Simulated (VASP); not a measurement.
Runs of VASP 6.6.1 on Rh. The structure is that of space group Fm-3m (No. 225), or close to it. The cells are those of the table. 

```csv
level,cell,gap on the mesh (eV),pressure (GPa)
PBE,"a = 2.662 Å, angles 60.0°, 1 atom",none,(a)
PBE,"a = 2.461 Å, angles 60.0°, 1 atom",none,153.5
PBE+D3(BJ),"a = 2.708 Å, angles 60.0°, 1 atom",none,-7.5
PBE,"a = 2.708 Å, angles 60.0°, 1 atom",none,0.0
```

Alike in all rows: task single point; potentials or basis VASP PAW PBE potentials, release 64 (Rh_pv); no spin polarisation; k mesh 17 × 17 × 17; cutoff (eV) 520; smearing fermi-dirac 0.05 eV.

Estimate the missing entries.

(a) 15.2.

Caveats: three body term missing (some runs); pairwise dispersion overbinds metals, which lowers pressure and volume (some runs).

A k mesh can miss the band edges, and the runs leave out spin-orbit coupling on Rh.

A gap of «none» marks levels without a gap at the run's occupations.
